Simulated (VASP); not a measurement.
Na4Os:

```
Na Os
1.0
     4.72741    0.00000    0.00000
     0.00000    4.72741    0.00000
     0.00000    0.00000    4.72741
Na Os
4 1
Direct
  0.25000 0.25000 0.25000
  0.75000 0.75000 0.25000
  0.25000 0.75000 0.75000
  0.75000 0.25000 0.75000
  0.00000 0.00000 0.00000
```

The cell was generated, and may not be a known phase.

- Program: VASP 6.6.1
- Task: relaxation of cell and atoms
- Functional: PBE
- Potentials or basis: VASP PAW PBE potentials, release 64 (Na_sv, Os_sv_GW)
- Cutoff: 1130 eV
- k mesh: 4 × 4 × 4
- Occupations: gaussian, width 0.1 eV
- Spin: no spin polarisation

At the start: pressure 26.7 GPa; volume 21.13 Å³/atom.

Question: Where does the relaxation end?

Answer: Over 4 steps the energy falls by 1187.4 meV/atom and the volume is 33.40 Å³/atom (+58.1 %); space group P-43m (No. 215, to 0.1 Å) before and after.

The path:
| step | energy change (eV) | largest force (eV/Å) | pressure (GPa) | volume (Å³) |
| --- | --- | --- | --- | --- |
| 1 | 0.0000 | 6.4602 | 26.72 | 105.65 |
| 2 | -5.9342 | 0.0634 | -0.19 | 169.22 |
| 3 | -5.9347 | 0.0682 | 0.15 | 164.99 |
| 4 | -5.9368 | 0.0031 | -0.02 | 167.01 |

Final structure:
```
CELL_PARAMETERS angstrom
5.50703 0.00000 0.00000
0.00000 5.50703 0.00000
0.00000 0.00000 5.50703
ATOMIC_POSITIONS crystal
Na 0.28709 0.28709 0.28709
Na 0.71291 0.71291 0.28709
Na 0.28709 0.71291 0.71291
Na 0.71291 0.28709 0.71291
Os 0.00000 0.00000 0.00000
```

Caveat: the volume moved by over 15 % at a fixed basis, so the end points are rough.
